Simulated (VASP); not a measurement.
# Mg2BeS3 (P-6m2) in VASP: notebook

Runs on Mg2BeS3. Level: PBEsol. Tasks: single point, relaxation of cell and atoms.

Program: VASP 6.6.1. These are calculated values, not measurements. Logs are shortened: lines on timing, memory, paths and dates and some standing lists are left out, and cuts for length are marked.

## 1. The cell of the first run

Symmetry: P-6m2, No. 187, hexagonal system. The conventional cell has a = 4.159 Å, b = 4.159 Å, c = 6.720 Å, α = 90.00°, β = 90.00°, γ = 120.00°. Within 3.8 Å of Mg (site symmetry 3m) lie 9 S at 2.86 to 3.00 Å and 3 Be at 3.00 Å and 2 Mg at 3.11 to 3.61 Å. Be (site symmetry -6m2) has 3 S at 2.40 Å and 6 Mg at 3.00 Å within 3.2 Å. Within 3.2 Å of S (site symmetry -6m2) lie 3 S at 2.40 Å and 6 Mg at 2.86 Å. Within 3.2 Å of S (site symmetry -6m2) lie 3 Be at 2.40 Å and 6 Mg at 3.00 Å. S (site symmetry -6m2) has 3 S at 2.40 Å and 6 Mg at 2.86 Å within 3.2 Å.

## 2. Single point, PBEsol

INCAR reads:

```
SYSTEM = Mg2BeS3
ALGO = Normal ; EDIFF = 1E-7
ENCUT = 520 ; GGA = PS
ISIF = 2 ; ISMEAR = -1
LASPH = .True. ; LCHARG = .False.
LREAL = .False. ; LWAVE = .False.
NBANDS = 21 ; NELM = 80
PREC = Accurate ; SIGMA = 0.03
```

KPOINTS reads:

```
k-points
0
Gamma
  6 6 4
  0 0 0
```

POSCAR reads:

```
Mg2BeS3
1.0
    4.1588830630     -0.0000000028      0.0000000000
   -2.0794415291      3.6016983853      0.0000000000
    0.0000000000      0.0000000000      6.7202592624
Mg Be S
2 1 3
Direct
    0.6666666667      0.3333333333      0.2682660626
    0.6666666667      0.3333333333      0.7317339374
    0.0000000000      0.0000000000      0.0000000000
    0.0000000000      0.0000000000      0.5000000000
    0.3333333333      0.6666666667      0.0000000000
    0.3333333333      0.6666666667      0.5000000000
```

Potentials or basis: VASP PAW PBE potentials, release 64 (Mg, Be, S).

Started as:

```
> cat potpaw_PBE.64/Mg/POTCAR potpaw_PBE.64/Be/POTCAR potpaw_PBE.64/S/POTCAR > POTCAR
> mpirun -np 1 vasp_std > vasp.out
```

OUTCAR:

```text
SYSTEM = Mg2BeS3
   EDIFF = 1E-7
   ENCUT = 520
   GGA = PS
   ISIF = 2
   ISMEAR = -1
   LASPH = .True.
   LREAL = .False.
   NELM = 80
   PREC = Accurate

 ion  position               nearest neighbor table
   1  0.667  0.333  0.268-   6 2.86   6 2.86   4 2.86   4 2.86   4 2.86   6 2.86   5 3.00   5 3.00
                             3 3.00   3 3.00   3 3.00   5 3.00   2 3.11   2 3.61
   2  0.667  0.333  0.732-   6 2.86   6 2.86   4 2.86   4 2.86   4 2.86   6 2.86   5 3.00   5 3.00
                             3 3.00   3 3.00   3 3.00   5 3.00   1 3.11   1 3.61
   3  0.000  0.000  0.000-   5 2.40   5 2.40   5 2.40   1 3.00   2 3.00   2 3.00   1 3.00   2 3.00
                             1 3.00
   4  0.000  0.000  0.500-   6 2.40   6 2.40   6 2.40   1 2.86   2 2.86   2 2.86   1 2.86   2 2.86
                             1 2.86
   5  0.333  0.667  0.000-   3 2.40   3 2.40   3 2.40   1 3.00   2 3.00   1 3.00   2 3.00   1 3.00
                             2 3.00
   6  0.333  0.667  0.500-   4 2.40   4 2.40   4 2.40   1 2.86   2 2.86   1 2.86   2 2.86   1 2.86
                             2 2.86

  LATTYP: Found a hexagonal cell.
 ALAT       =     4.1588830630
 C/A-ratio  =     1.6158807931

  Lattice vectors:

 A1 = (   4.1588830630,  -0.0000000028,   0.0000000000)
 A2 = (  -2.0794415291,   3.6016983853,   0.0000000000)
 A3 = (   0.0000000000,   0.0000000000,   6.7202592624)

Analysis of symmetry for initial positions (statically):
=====================================================================
 Subroutine PRICEL returns:
 Original cell was already a primitive cell.

 Routine SETGRP: Setting up the symmetry group for a
 hexagonal supercell.

 Subroutine GETGRP returns: Found 12 space group operations
 (whereof 12 operations were pure point group operations)
 out of a pool of 24 trial point group operations.

The static configuration has the point symmetry D_3h.

Analysis of symmetry for dynamics (positions and initial velocities):
=====================================================================
 Subroutine PRICEL returns:
 Original cell was already a primitive cell.

 Routine SETGRP: Setting up the symmetry group for a
 hexagonal supercell.

 Subroutine GETGRP returns: Found 12 space group operations
 (whereof 12 operations were pure point group operations)
 out of a pool of 24 trial point group operations.

The dynamic configuration has the point symmetry D_3h.

 Subroutine INISYM returns: Found 12 space group operations
 (whereof 12 operations are pure point group operations),
 and found     1 'primitive' translations

----------------------------------------------------------------------------------------

                                     Primitive cell

  volume of cell :     100.6630

  direct lattice vectors                    reciprocal lattice vectors
     4.158883063 -0.000000003  0.000000000     0.240449175  0.138823396  0.000000000
    -2.079441529  3.601698385  0.000000000     0.000000000  0.277646791  0.000000000
     0.000000000  0.000000000  6.720259262     0.000000000  0.000000000  0.148803783

  length of vectors
     4.158883063  4.158883063  6.720259262     0.277646791  0.277646791  0.148803783

  position of ions in fractional coordinates (direct lattice)
     0.666666667  0.333333333  0.268266063
     0.666666667  0.333333333  0.731733937
     0.000000000  0.000000000  0.000000000
     0.000000000  0.000000000  0.500000000
     0.333333333  0.666666667  0.000000000
     0.333333333  0.666666667  0.500000000

  ion indices of the primitive-cell ions
   primitive index   ion index
                 1           1
                 2           2
                 3           3
                 4           4
                 5           5
                 6           6

----------------------------------------------------------------------------------------

 KPOINTS: k-points

Automatic generation of k-mesh.
 Grid dimensions read from file:
 generate k-points for:    6    6    4

 Generating k-lattice:

  Cartesian coordinates                     Fractional coordinates (reciprocal lattice)
     0.040074862  0.023137233  0.000000000     0.166666667  0.000000000  0.000000000
     0.000000000  0.046274465  0.000000000     0.000000000  0.166666667  0.000000000
     0.000000000  0.000000000  0.037200946     0.000000000  0.000000000  0.250000000

  Length of vectors
     0.046274465  0.046274465  0.037200946

  Shift w.r.t. Gamma in fractional coordinates (k-lattice)
     0.000000000  0.000000000  0.000000000

 Subroutine IBZKPT returns following result:
 ===========================================

 Found     21 irreducible k-points:

 Following reciprocal coordinates:
            Coordinates               Weight
  0.000000  0.000000  0.000000      1.000000
  0.166667 -0.000000  0.000000      6.000000
  0.333333 -0.000000  0.000000      6.000000
  0.500000  0.000000  0.000000      3.000000
  0.166667  0.166667  0.000000      6.000000
  0.333333  0.166667  0.000000     12.000000
[... 13 lines left out ...]
  0.333333  0.166667  0.500000     12.000000
  0.333333  0.333333  0.500000      2.000000
   k-points           NKPTS =     21   k-points in BZ     NKDIM =     21   number of bands    NBANDS=     21
   number of dos      NEDOS =    301   number of ions     NIONS =      6
   total plane-waves  NPLWV =  51200
   dimension x,y,z NGX =    32 NGY =   32 NGZ =   50
   dimension x,y,z NGXF=    64 NGYF=   64 NGZF=  100
   ions per type =               2   1   3
   NGX,Y,Z   is equivalent  to a cutoff of  12.79, 12.79, 12.37 a.u.
   NGXF,Y,Z  is equivalent  to a cutoff of  25.58, 25.58, 24.74 a.u.
 SYSTEM =  Mg2BeS3
   PREC   = accura    normal or accurate (medium, high low for compatibility)
   ISTART =      0    job   : 0-new  1-cont  2-samecut
   ICHARG =      2    charge: 1-file 2-atom 10-const
   ISPIN  =      1    spin polarized calculation?
   LNONCOLLINEAR =      F non collinear calculations
   LSORBIT =      F    spin-orbit coupling
   LASPH  =      T    aspherical Exc in radial PAW
   ENCUT  =  520.0 eV  38.22 Ry    6.18 a.u.   7.73  7.73 12.50*2*pi/ulx,y,z
   NELM   =     80;   NELMIN=  2; NELMDL= -5     # of ELM steps
   EDIFF  = 0.1E-06   stopping-criterion for ELM
   LREAL  =      F    real-space projection
   EDIFFG = 0.1E-05   stopping-criterion for IOM
   NSW    =      0    number of steps for IOM
   IBRION =     -1    ionic relax: 0-MD 1-quasi-New 2-CG
   NFREE  =      0    steps in history (QN), initial steepest desc. (CG)
   ISIF   =      2    stress and relaxation
   ISYM   =      2    0-nonsym 1-usesym 2-fastsym
   POTIM  = 0.5000    time-step for ionic-motion
   TEBEG  =    0.0;   TEEND  =   0.0 temperature during run
   PSTRESS=    0.0 pullay stress
   NELECT =      24.0000    total number of electrons
   NUPDOWN=      -1.0000    fix difference up-down
   EMIN   =  10.00;   EMAX   =-10.00  energy-range for DOS
   EFERMI =   0.00;   METHOD = LEGACY
   ISMEAR =    -1;   SIGMA  =   0.03  broadening in eV -4-tet -1-fermi 0-gaus
   EFERMI_NEDOS =   21; number of points for ismear=-14 and -15
   IALGO  =     38    algorithm
   IMIX   =      4    mixing-type and parameters
     AMIX     =   0.40;   BMIX     =  1.00
     AMIX_MAG =   1.60;   BMIX_MAG =  1.00
  volume/ion in A,a.u.               =      16.78       113.22
  Fermi-wavevector in a.u.,A,eV,Ry     =   1.015131  1.918319 14.020667  1.030490
  Thomas-Fermi vector in A             =   2.148398
   LORBIT       =      0    0 simple, 1 ext, 2 COOP (PROOUT), +10 PAW based schemes
   GGA     = PS    functional components
   LHFCALC =     F    Hartree Fock is set to
   AEXX    =    0.0000 exact exchange contribution
   IVDW    =     0    specifies the selected vdW correction
   LEPSILON=     F    determine dielectric tensor
   LRPA    =     F    only Hartree local field effects (RPA)
 non-spin polarized calculation
  energy-cutoff  :      520.00
  volume of cell :      100.66
 maximum number of plane-waves:      2736
 NGX is ok and might be reduce to    32
   NGX = 15   NGY = 15   NGZ = 25

 number of electron      23.9999998 magnetization

 Free energy of the ion-electron system (eV)
  ---------------------------------------------------
  ext. energy  EPLUGINS =         0.00000000
  ---------------------------------------------------
  free energy    TOTEN  =       -20.73948801 eV

  energy without entropy =      -20.73179500  energy(sigma->0) =      -20.73564151

 E-fermi :   6.1417     XC(G=0):  -9.9373

 val. band max:        6.1187267416   @ k =   0.1667   0.1667   0.2500
 cond. band min:       6.1966844975   @ k =   0.3333   0.1667   0.0000
 fundamental gap:      0.0779577559
 Fermi energy:         6.1417327893

 k-point     1 :       0.0000    0.0000    0.0000
  band No.  band energies     occupation
      1     -10.6004      2.00000
      2      -8.1746      2.00000
      3      -3.8644      2.00000
      4      -1.4644      2.00000
      5      -0.1522      2.00000
      6      -0.1522      2.00000
[... 13 lines left out ...]
     20      10.7561      0.00000
     21      11.4093      0.00000

 k-point     2 :       0.1667   -0.0000    0.0000
  band No.  band energies     occupation
      1     -10.3647      2.00000
      2      -8.0760      2.00000
      3      -4.8351      2.00000
      4      -1.2070      2.00000
      5      -0.5077      2.00000
      6       0.4004      2.00000
[... 13 lines left out ...]
     20       9.9380      0.00000
     21      12.5008      0.00000

 k-point     3 :       0.3333   -0.0000    0.0000
  band No.  band energies     occupation
      1      -9.7077      2.00000
      2      -7.8700      2.00000
      3      -6.4245      2.00000
      4      -1.0222      2.00000
      5      -0.4887      2.00000
      6      -0.4882      2.00000
[... 13 lines left out ...]
     20      11.0767      0.00000
     21      13.0655      0.00000
[... 385 lines left out ...]
 k-point    20 :       0.3333    0.1667    0.5000
  band No.  band energies     occupation
      1      -9.0983      2.00000
      2      -7.8064      2.00000
      3      -7.3185      2.00000
      4      -1.9522      2.00000
      5      -0.9391      2.00000
      6       0.4181      2.00000
[... 13 lines left out ...]
     20      12.1256      0.00000
     21      12.1758      0.00000

 k-point    21 :       0.3333    0.3333    0.5000
  band No.  band energies     occupation
      1      -8.3582      2.00000
      2      -8.1539      2.00000
      3      -7.7401      2.00000
      4      -2.4820      2.00000
      5      -0.6455      2.00000
      6      -0.4129      2.00000
[... 13 lines left out ...]
     20      12.7677      0.00000
     21      12.9922      0.00000

------------------------ aborting loop because EDIFF is reached ----------------------------------------

  FORCE on cell =-STRESS in cart. coord.  units (eV):
  Direction    XX          YY          ZZ          XY          YZ          ZX
  --------------------------------------------------------------------------------------
  -------------------------------------------------------------------------------------
  Total        0.0019923      0.0019923     -0.0761165     -0.0000000      0.0000000      0.0000000
  in kB        0.0317095      0.0317095     -1.2114879     -0.0000000      0.0000000      0.0000000
  external PRESSURE =      -0.3826896 kB  Pullay stress =       0.0000000 kB

 VOLUME and BASIS-vectors are now :
 -----------------------------------------------------------------------------
  energy-cutoff  :      520.00
  volume of cell :      100.66
      direct lattice vectors                 reciprocal lattice vectors
     4.158883063 -0.000000003  0.000000000     0.240449175  0.138823396  0.000000000
    -2.079441529  3.601698385  0.000000000     0.000000000  0.277646791  0.000000000
     0.000000000  0.000000000  6.720259262     0.000000000  0.000000000  0.148803783

 POSITION                                       TOTAL-FORCE (eV/Angst)
 -----------------------------------------------------------------------------------
      2.07944      1.20057      1.80282         0.000000      0.000000      0.008041
      2.07944      1.20057      4.91744         0.000000      0.000000     -0.008041
      0.00000      0.00000      0.00000         0.000000      0.000000      0.000000
      0.00000      0.00000      3.36013        -0.000000      0.000000      0.000000
      0.00000      2.40113      0.00000        -0.000000      0.000000      0.000000
      0.00000      2.40113      3.36013         0.000000     -0.000000      0.000000
 -----------------------------------------------------------------------------------
    total drift:                                0.000000     -0.000000     -0.000000

  FREE ENERGIE OF THE ION-ELECTRON SYSTEM (eV)
  ---------------------------------------------------
  free  energy   TOTEN  =       -20.7394880135 eV

  energy  without entropy=      -20.7317950002  energy(sigma->0) =      -20.73564151
```

Run time: 18 s. Hardware: 1 thread of Intel Xeon 6975P-C (Granite Rapids), shared host; peak memory 0.23 GiB.

What came out:

| Item | Value |
| --- | --- |
| Free energy | -20.7395 eV |
| Pressure | 0.0 GPa |
| Largest force | 0.008 eV/Å |
| Band gap on the k mesh | zero (band 12 reaches 6.72 eV, above the bottom of band 13 at 4.92 eV) |

Forces in eV/Å, atoms in the order of the input:
```
Mg   0.000  0.000  0.008
Mg   0.000  0.000 -0.008
Be   0.000  0.000  0.000
S    0.000  0.000  0.000
S    0.000  0.000  0.000
S    0.000  0.000  0.000
```

Stress tensor (GPa, compression positive):
```
 0.00  0.00  0.00
 0.00  0.00  0.00
 0.00  0.00 -0.12
```

Levels at points of the mesh, in eV from the Fermi level:
| k point | band 8 | band 9 | band 10 | band 11 | band 12 | band 13 | band 14 | band 15 | band 16 | band 17 |
| --- | --- | --- | --- | --- | --- | --- | --- | --- | --- | --- |
| (0.00, 0.00, 0.00) | -4.12 | -3.30 | -2.36 | -2.36 | -2.33 | -0.93 | 1.30 | 1.30 | 1.45 | 3.08 |
| (0.50, 0.00, 0.00) | -4.96 | -4.51 | -2.01 | -0.98 | 0.58 | 0.61 | 1.54 | 2.42 | 2.49 | 2.56 |
| (0.00, 0.00, 0.50) | -4.17 | -4.17 | -2.36 | -2.36 | -1.85 | -0.46 | 1.06 | 1.08 | 1.08 | 2.43 |
| (0.50, 0.00, 0.50) | -4.84 | -4.13 | -3.36 | -0.94 | -0.62 | 0.62 | 1.55 | 2.75 | 3.04 | 3.59 |

Caveat: the PAW data sets were made with another functional, which shifts forces and pressure a little.

## 3. Relaxation of cell and atoms, PBEsol

This run uses another cell than the first one, of 21.24 Å³/atom, 1.266 times its volume.

INCAR reads:

```
SYSTEM = Mg2BeS3
ALGO = Normal
EDIFF = 1E-7
EDIFFG = -0.01
ENCUT = 600
GGA = PS
IBRION = 2
ISIF = 3
ISMEAR = -1
LASPH = .True.
LCHARG = .False.
LREAL = .False.
LWAVE = .False.
NELM = 100
NSW = 100
PREC = Accurate
SIGMA = 0.03
```

KPOINTS is that of step 2.

POSCAR reads:

```
Mg2BeS3
1.0
    4.2859276100      0.0000000000      0.0000000000
   -2.1429638000      3.7117221900      0.0000000000
    0.0000000000      0.0000000000      8.0099821900
Mg Be S
2 1 3
Direct
    0.6666666700      0.3333333300      0.2480740000
    0.6666666700      0.3333333300      0.7519260000
    0.0000000000      0.0000000000      0.0000000000
    0.0000000000      0.0000000000      0.5000000000
    0.3333333300      0.6666666700      0.0000000000
    0.3333333300      0.6666666700      0.5000000000
```

Potentials or basis: VASP PAW PBE potentials, release 64 (Mg, Be, S).

Started as:

```
> cat potpaw_PBE.64/Mg/POTCAR potpaw_PBE.64/Be/POTCAR potpaw_PBE.64/S/POTCAR > POTCAR
> mpirun -np 1 vasp_std > vasp.out
```

It took 3.3 min on 1 thread of Intel Xeon 6975P-C (Granite Rapids), shared host; peak memory 0.32 GiB.

It converged, with:

* Free energy: -20.7411 eV
* Relaxed volume: 16.77 Å³/atom
* Relaxed cell: a = 4.159 Å, b = 4.159 Å, c = 6.717 Å, α = 90.00°, β = 90.00°, γ = 120.00°
* Space group after relaxing (to 0.05 Å): P-6m2 (No. 187)
* Energy gained by relaxing: 199.3 meV/atom
* Ionic steps: 12
* Pressure after relaxing: 0.0 GPa
* Largest force after relaxing: 0.009 eV/Å
* Band gap on the k mesh: zero (band 12 reaches 6.73 eV, above the bottom of band 13 at 4.93 eV)

Forces on the atoms (eV/Å):
```
Mg   0.000  0.000 -0.009
Mg   0.000  0.000  0.009
Be   0.000  0.000  0.000
S    0.000  0.000  0.000
S    0.000  0.000  0.000
S    0.000  0.000  0.000
```

The path:
```csv
step,energy change (eV),largest force (eV/Å),pressure (GPa),volume (Å³)
1,0.0000,0.8048,-7.51,127.42
2,-0.7219,0.8643,-2.88,109.91
3,-0.8543,0.8435,1.00,101.67
4,-0.8567,0.8323,1.75,100.40
5,-1.1090,0.4574,2.14,98.35
6,-1.1643,0.0087,2.55,97.01
7,-1.1937,0.0004,-0.61,101.69
8,-1.1956,0.0005,-0.02,100.74
9,-1.1956,0.0005,-0.07,100.82
10,-1.1956,0.0065,-0.06,100.77
11,-1.1957,0.0128,-0.05,100.73
12,-1.1957,0.0095,0.02,100.60
```

Final structure:
```
CELL_PARAMETERS angstrom
4.15868 0.00000 0.00000
-2.07934 3.60153 0.00000
0.00000 0.00000 6.71698
ATOMIC_POSITIONS crystal
Mg 0.66667 0.33333 0.26870
Mg 0.66667 0.33333 0.73130
Be 0.00000 0.00000 0.00000
S 0.00000 0.00000 0.50000
S 0.33333 0.66667 0.00000
S 0.33333 0.66667 0.50000
```

Levels at points of the mesh, in eV from the Fermi level:
| k point | band 9 | band 10 | band 11 | band 12 | band 13 | band 14 | band 15 | band 16 |
| --- | --- | --- | --- | --- | --- | --- | --- | --- |
| (0.00, 0.00, 0.00) | -3.30 | -2.38 | -2.38 | -2.33 | -0.93 | 1.30 | 1.30 | 1.45 |
| (0.50, 0.00, 0.00) | -4.51 | -2.01 | -0.98 | 0.58 | 0.60 | 1.53 | 2.49 | 2.56 |
| (0.00, 0.00, 0.50) | -4.17 | -2.37 | -2.37 | -1.85 | -0.47 | 1.05 | 1.08 | 1.08 |
| (0.50, 0.00, 0.50) | -4.13 | -3.36 | -0.93 | -0.62 | 0.61 | 1.54 | 2.75 | 3.04 |

Caveat: the volume moved by over 15 % at a fixed basis, so the end points are rough; the PAW data sets were made with another functional, which shifts forces and pressure a little.
